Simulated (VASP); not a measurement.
# Sb (Im-3m) in VASP: notebook, part 2 of 3

VASP 6.6.1.

**3. Single point, r2SCAN**

This run uses another cell than the first one, of 23.89 Å³/atom.

Input file POSCAR:

```
Sb
1.0
   -1.8144157435      1.8144157435      1.8144157435
    1.8144157435     -1.8144157435      1.8144157435
    1.8144157435      1.8144157435     -1.8144157435
Sb
1
Direct
    0.0000000000      0.0000000000      0.0000000000
```

Input file INCAR.step1:

```
ALGO = Normal
EDIFF = 1E-4
ENCUT = 520
GGA = PE
ISMEAR = 0
LASPH = True
LCHARG = False
LREAL = False
LWAVE = True
NBANDS = 8
NELM = 60
PREC = Accurate
SIGMA = 0.1
```

Input file INCAR.step2:

```
ALGO = Normal
EDIFF = 1E-6
ENCUT = 520
ISIF = 2
ISMEAR = 0
ISTART = 1
LASPH = True
LCHARG = False
LMIXTAU = True
LREAL = False
LWAVE = False
METAGGA = R2SCAN
NBANDS = 8
NELM = 60
PREC = Accurate
SIGMA = 0.1
```

Input file KPOINTS:

```
k-points
0
Gamma
  18 18 18
```

Potentials or basis: VASP PAW PBE potentials, release 64 (Sb).

Launch:

```
$ cat potpaw_PBE.64/Sb/POTCAR > POTCAR
$ cp INCAR.step1 INCAR
$ mpirun -np 1 vasp_std > vasp.out
$ cp INCAR.step2 INCAR
$ mpirun -np 1 vasp_std > vasp.out
```

OUTCAR:

```text
EDIFF = 1E-6
   ENCUT = 520
   ISIF = 2
   ISMEAR = 0
   ISTART = 1
   LASPH = True
   LREAL = False
   METAGGA = R2SCAN
   NELM = 60
   PREC = Accurate

 ion  position               nearest neighbor table
   1  0.000  0.000  0.000-

  LATTYP: Found a body centered cubic cell.
 ALAT       =     3.6288314870

  Lattice vectors:

 A1 = (  -1.8144157435,   1.8144157435,   1.8144157435)
 A2 = (   1.8144157435,  -1.8144157435,   1.8144157435)
 A3 = (   1.8144157435,   1.8144157435,  -1.8144157435)

Analysis of symmetry for initial positions (statically):
=====================================================================
 Subroutine PRICEL returns:
 Original cell was already a primitive cell.

 Routine SETGRP: Setting up the symmetry group for a
 body centered cubic supercell.

 Subroutine GETGRP returns: Found 48 space group operations
 (whereof 48 operations were pure point group operations)
 out of a pool of 48 trial point group operations.

The static configuration has the point symmetry O_h .

Analysis of symmetry for dynamics (positions and initial velocities):
=====================================================================
 Subroutine PRICEL returns:
 Original cell was already a primitive cell.

 Routine SETGRP: Setting up the symmetry group for a
 body centered cubic supercell.

 Subroutine GETGRP returns: Found 48 space group operations
 (whereof 48 operations were pure point group operations)
 out of a pool of 48 trial point group operations.

The dynamic configuration has the point symmetry O_h .

 Subroutine INISYM returns: Found 48 space group operations
 (whereof 48 operations are pure point group operations),
 and found     1 'primitive' translations

----------------------------------------------------------------------------------------

                                     Primitive cell

  volume of cell :      23.8930

  direct lattice vectors                    reciprocal lattice vectors
    -1.814415743  1.814415743  1.814415743     0.000000000  0.275570801  0.275570801
     1.814415743 -1.814415743  1.814415743     0.275570801  0.000000000  0.275570801
     1.814415743  1.814415743 -1.814415743     0.275570801  0.275570801  0.000000000

  length of vectors
     3.142660254  3.142660254  3.142660254     0.389715964  0.389715964  0.389715964

  position of ions in fractional coordinates (direct lattice)
     0.000000000  0.000000000  0.000000000

  ion indices of the primitive-cell ions
   primitive index   ion index
                 1           1

----------------------------------------------------------------------------------------

 KPOINTS: k-points

Automatic generation of k-mesh.
 Grid dimensions read from file:
 generate k-points for:   18   18   18

 Generating k-lattice:

  Cartesian coordinates                     Fractional coordinates (reciprocal lattice)
     0.000000000  0.015309489  0.015309489     0.055555556  0.000000000  0.000000000
     0.015309489  0.000000000  0.015309489     0.000000000  0.055555556  0.000000000
     0.015309489  0.015309489  0.000000000     0.000000000  0.000000000  0.055555556

  Length of vectors
     0.021650887  0.021650887  0.021650887

  Shift w.r.t. Gamma in fractional coordinates (k-lattice)
     0.000000000  0.000000000  0.000000000

 Subroutine IBZKPT returns following result:
 ===========================================

 Found    195 irreducible k-points:

 Following reciprocal coordinates:
            Coordinates               Weight
  0.000000  0.000000  0.000000      1.000000
  0.055556  0.000000  0.000000     12.000000
  0.111111  0.000000  0.000000     12.000000
  0.166667  0.000000  0.000000     12.000000
  0.222222  0.000000  0.000000     12.000000
  0.277778  0.000000  0.000000     12.000000
[... 16 lines left out ...]
  0.333333  0.111111  0.000000     48.000000
  0.388889  0.111111  0.000000     48.000000
 [... further k-points ...]
   k-points           NKPTS =    195   k-points in BZ     NKDIM =    195   number of bands    NBANDS=      8
   number of dos      NEDOS =    301   number of ions     NIONS =      1
   total plane-waves  NPLWV =  13824
   dimension x,y,z NGX =    24 NGY =   24 NGZ =   24
   dimension x,y,z NGXF=    48 NGYF=   48 NGZF=   48
   ions per type =               1
   NGX,Y,Z   is equivalent  to a cutoff of  12.70, 12.70, 12.70 a.u.
   NGXF,Y,Z  is equivalent  to a cutoff of  25.39, 25.39, 25.39 a.u.
 SYSTEM =  unknown system
   PREC   = accura    normal or accurate (medium, high low for compatibility)
   ISTART =      1    job   : 0-new  1-cont  2-samecut
   ICHARG =      0    charge: 1-file 2-atom 10-const
   ISPIN  =      1    spin polarized calculation?
   LNONCOLLINEAR =      F non collinear calculations
   LSORBIT =      F    spin-orbit coupling
   LASPH  =      T    aspherical Exc in radial PAW
   ENCUT  =  520.0 eV  38.22 Ry    6.18 a.u.   5.84  5.84  5.84*2*pi/ulx,y,z
   NELM   =     60;   NELMIN=  2; NELMDL=  0     # of ELM steps
   EDIFF  = 0.1E-05   stopping-criterion for ELM
   LREAL  =      F    real-space projection
   EDIFFG = 0.1E-04   stopping-criterion for IOM
   NSW    =      0    number of steps for IOM
   IBRION =     -1    ionic relax: 0-MD 1-quasi-New 2-CG
   NFREE  =      0    steps in history (QN), initial steepest desc. (CG)
   ISIF   =      2    stress and relaxation
   ISYM   =      2    0-nonsym 1-usesym 2-fastsym
   POTIM  = 0.5000    time-step for ionic-motion
   TEBEG  =    0.0;   TEEND  =   0.0 temperature during run
   PSTRESS=    0.0 pullay stress
   NELECT =       5.0000    total number of electrons
   NUPDOWN=      -1.0000    fix difference up-down
   EMIN   =  10.00;   EMAX   =-10.00  energy-range for DOS
   EFERMI =   0.00;   METHOD = LEGACY
   ISMEAR =     0;   SIGMA  =   0.10  broadening in eV -4-tet -1-fermi 0-gaus
   EFERMI_NEDOS =   21; number of points for ismear=-14 and -15
   IALGO  =     38    algorithm
   IMIX   =      4    mixing-type and parameters
     AMIX     =   0.40;   BMIX     =  1.00
     AMIX_MAG =   1.60;   BMIX_MAG =  1.00
  volume/ion in A,a.u.               =      23.89       161.24
  Fermi-wavevector in a.u.,A,eV,Ry     =   0.971944  1.836708 12.853093  0.944676
  Thomas-Fermi vector in A             =   2.102203
   LORBIT       =      0    0 simple, 1 ext, 2 COOP (PROOUT), +10 PAW based schemes
   METAGGA = R2SCAN    functional components
   LHFCALC =     F    Hartree Fock is set to
   AEXX    =    0.0000 exact exchange contribution
   IVDW    =     0    specifies the selected vdW correction
   LEPSILON=     F    determine dielectric tensor
   LRPA    =     F    only Hartree local field effects (RPA)
 non-spin polarized calculation
 Gauss-broadening in eV      SIGMA  =   0.10
  energy-cutoff  :      520.00
  volume of cell :       23.89
 maximum number of plane-waves:       682
   NGX = 11   NGY = 11   NGZ = 11

 number of electron       5.0000000 magnetization

 Free energy of the ion-electron system (eV)
  ---------------------------------------------------
  ext. energy  EPLUGINS =         0.00000000
  ---------------------------------------------------
  free energy    TOTEN  =       -25.26600483 eV

  energy without entropy =      -25.26353265  energy(sigma->0) =      -25.26476874

 E-fermi :  10.0457     XC(G=0): -11.3602

 val. band max:       10.0219100947   @ k =  -0.2778   0.2778   0.2778
 cond. band min:      10.0541285039   @ k =   0.2778   0.2222   0.1111
 fundamental gap:      0.0322184092
 Fermi energy:        10.0457072468

 k-point     1 :       0.0000    0.0000    0.0000
  band No.  band energies     occupation
      1      -4.4613      2.00000
      2      16.8909      0.00000
      3      16.8909      0.00000
      4      16.8909      0.00000
      5      21.4929      0.00000
      6      21.4929      0.00000
      7      21.4929      0.00000
      8      22.7658      0.00000

 k-point     2 :       0.0556    0.0000    0.0000
  band No.  band energies     occupation
      1      -4.3849      2.00000
      2      16.2424      0.00000
      3      16.5731      0.00000
      4      16.8131      0.00000
      5      20.9594      0.00000
      6      21.0647      0.00000
      7      21.8767      0.00000
      8      22.4345      0.00000
[... 221 lines left out ...]
 k-point    23 :       0.3333    0.1111    0.0000
  band No.  band energies     occupation
      1      -0.6069      2.00000
      2       5.5930      2.00000
      3      10.9503      0.00000
      4      13.7745      0.00000
      5      18.2453      0.00000
      6      20.0510      0.00000
      7      22.8803      0.00000
      8      26.8516      0.00000

 k-point    24 :       0.3889    0.1111    0.0000
  band No.  band energies     occupation
      1       0.3251      2.00000
      2       4.2349      2.00000
      3      10.6811      0.00000
      4      13.5845      0.00000
      5      18.0847      0.00000
      6      19.9536      0.00000
      7      23.6795      0.00000
      8      25.8024      0.00000

 [... further k-points ...]
[... 5 lines left out ...]
  --------------------------------------------------------------------------------------
  -------------------------------------------------------------------------------------
  Total        1.4857337      1.4857337      1.4857337     -0.0000000      0.0000000     -0.0000000
  in kB       99.6279407     99.6279407     99.6279407     -0.0000000      0.0000000     -0.0000000
  external PRESSURE =      99.6279407 kB  Pullay stress =       0.0000000 kB

 VOLUME and BASIS-vectors are now :
 -----------------------------------------------------------------------------
  energy-cutoff  :      520.00
  volume of cell :       23.89
      direct lattice vectors                 reciprocal lattice vectors
    -1.814415743  1.814415743  1.814415743     0.000000000  0.275570801  0.275570801
     1.814415743 -1.814415743  1.814415743     0.275570801  0.000000000  0.275570801
     1.814415743  1.814415743 -1.814415743     0.275570801  0.275570801  0.000000000

 POSITION                                       TOTAL-FORCE (eV/Angst)
 -----------------------------------------------------------------------------------
      0.00000      0.00000      0.00000         0.000000      0.000000     -0.000000
 -----------------------------------------------------------------------------------
    total drift:                               -0.000000     -0.000000      0.000000

  FREE ENERGIE OF THE ION-ELECTRON SYSTEM (eV)
  ---------------------------------------------------
  free  energy   TOTEN  =       -25.2660048340 eV

  energy  without entropy=      -25.2635326490  energy(sigma->0) =      -25.26476874
```

OSZICAR.step1:

```text
N       E                     dE             d eps       ncg     rms          rms(c)
DAV:   1     0.546297372912E+01    0.54630E+01   -0.17258E+03  3184   0.414E+02
DAV:   2    -0.372839785230E+01   -0.91914E+01   -0.88507E+01  4480   0.543E+01
DAV:   3    -0.381881614543E+01   -0.90418E-01   -0.89939E-01  3896   0.610E+00
DAV:   4    -0.381903822243E+01   -0.22208E-03   -0.22208E-03  4568   0.370E-01
DAV:   5    -0.381903880267E+01   -0.58024E-06   -0.58099E-06  4000   0.128E-02    0.219E+00
DAV:   6    -0.381693945770E+01    0.20993E-02   -0.99047E-04  3976   0.179E-01    0.128E+00
DAV:   7    -0.381572329249E+01    0.12162E-02   -0.23218E-03  3760   0.269E-01    0.551E-02
DAV:   8    -0.381573431566E+01   -0.11023E-04   -0.39949E-05  3056   0.490E-02
   1 F= -.38157343E+01 E0= -.38143342E+01  d E =-.280017E-02
```

Wall time 47 s (1 thread of Intel Xeon Platinum 8559C (Emerald Rapids), shared host); peak memory 0.17 GiB.

What came out:

```
Free energy            : -25.2660 eV
Pressure               : 10.0 GPa
Band gap on the k mesh : zero (an odd number of electrons rules out a gap without spin polarisation)
```

Levels at points of the mesh, in eV from the Fermi level:
| k point | band 1 | band 2 | band 3 | band 4 | band 5 | band 6 | band 7 | band 8 |
| --- | --- | --- | --- | --- | --- | --- | --- | --- |
| (0.00, 0.00, 0.00) | -14.51 | 6.85 | 6.85 | 6.85 | 11.45 | 11.45 | 11.45 | 12.72 |
| (0.50, 0.00, 0.00) | -9.39 | -6.71 | 2.00 | 4.46 | 7.40 | 7.46 | 15.61 | 16.62 |
| (0.50, 0.50, 0.50) | -4.95 | -2.50 | -2.50 | -2.50 | 3.06 | 3.06 | 19.09 | 19.14 |

Caveat: the cell stands under pressure; the PAW data sets were made with another functional, which shifts forces and pressure a little; spin-orbit coupling is left out, which moves the levels of the heavy elements; an odd number of electrons without spin polarisation forces a metal; a magnetic or distorted state may lie lower.

(Part 2 of 3 ends here.)

The gap in the log of VASP goes by the Fermi energy; the results here count the filled bands.